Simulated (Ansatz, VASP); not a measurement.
Two plane-wave programs on GaSb

```
Ga Sb
1.0
     0.00000    3.05900    3.05900
     3.05900    0.00000    3.05900
     3.05900    3.05900    0.00000
Ga Sb
1 1
Direct
  0.00000 0.00000 0.00000
  0.25000 0.25000 0.25000
```

Alike in both runs: task relaxation of cell and atoms; functional PBEsol; k mesh 10 × 10 × 10; occupations gaussian, width 0.1 eV; no spin polarisation.

```csv
,VASP,Ansatz
version,VASP 6.6.1,Ansatz 0.2.0
potentials or method,"VASP PAW PBE potentials, release 64 (Ga_d, Sb), cutoff 600 eV","plane-wave PAW, scalar-relativistic"
valence electrons in the cell,18,28
```

|  | VASP | Ansatz | Ansatz less VASP |
| --- | --- | --- | --- |
| relaxed volume (Å³/atom) | 28.57 | 28.51 | -0.057 |
| relaxed cell length with the largest relative difference (Å) | 4.323 | 4.320 | -0.0029 |

VASP's potentials were made for PBE, not for PBEsol, and Ansatz warns of the same on its side. VASP's potentials hold 18 valence electrons a cell and Ansatz's 28, so a difference there can come from the potentials and not from the codes.

Neither program's run includes spin-orbit coupling.
